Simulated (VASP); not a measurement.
Write the native input for VASP 6.6.1 that does the following.

```yaml
Task: single point
Functional: LDA
Potentials_or_basis: VASP PAW LDA potentials, release 64 (C, H)
Cutoff: 520 eV
k_mesh: 6 × 3 × 1
Occupations: gaussian, width 0.1 eV
Spin: no spin polarisation
Dipole_correction: yes
Further_INCAR_settings: ALGO = Normal; EDIFF = 1e-06; NBANDS = 38
```

The structure of HC6 lies in POSCAR:

```
HC6
1.0
    4.8895256614      0.0000000000      0.0000000000
   -1.2223814153      8.7849592876      0.0000000000
    0.0000000000      0.0000000000     22.7474729025
C H
12 2
Direct
    0.0193612757      0.0774451030      0.1758437088
    0.5193612758      0.0774451030      0.1758437088
    0.2742015947      0.0968063788      0.2059542860
    0.7742015947      0.0968063788      0.2059542860
    0.2838822326      0.1355289303      0.2661754406
    0.7838822326      0.1355289303      0.2661754406
    0.0386279421      0.1545151615      0.2955067254
    0.5386279421      0.1545151615      0.2955067254
    0.0488684834      0.1954807970      0.3583587359
    0.5488684834      0.1954807970      0.3583587359
    0.3031723044      0.2126952264      0.3845470194
    0.8031723044      0.2126952264      0.3845470194
    0.0488684834      0.1112041249      0.4324644300
    0.0488684834      0.2797574692      0.4324644300
```

These files were run (other wordings do the same):

INCAR

```
ALGO = Normal
DIPOL = 0.5 0.5 0.303
EDIFF = 1E-6
ENCUT = 520
IDIPOL = 3
ISIF = 2
ISMEAR = 0
LASPH = True
LCHARG = True
LDIPOL = True
LELF = True
LREAL = False
LVACPOTAV = True
LVHAR = True
LWAVE = False
NBANDS = 38
NELM = 80
PREC = Accurate
SIGMA = 0.1
```

KPOINTS

```
k-points
0
Gamma
  6 3 1
```

Potentials or basis: VASP PAW LDA potentials, release 64 (C, H).

The run is started by

```console
$ cat potpaw_LDA.64/C/POTCAR potpaw_LDA.64/H/POTCAR > POTCAR
$ mpirun -np 1 vasp_std > vasp.out
```

It gave:

```yaml
Largest_force: 5.086 eV/Å
Band_gap_on_the_k_mesh: zero (filled and empty bands overlap)
```

Wall time 9.8 min on 1 thread of Intel(R) Xeon(R) 6975P-C (Granite Rapids) (shared host), peak memory 0.78 GiB.
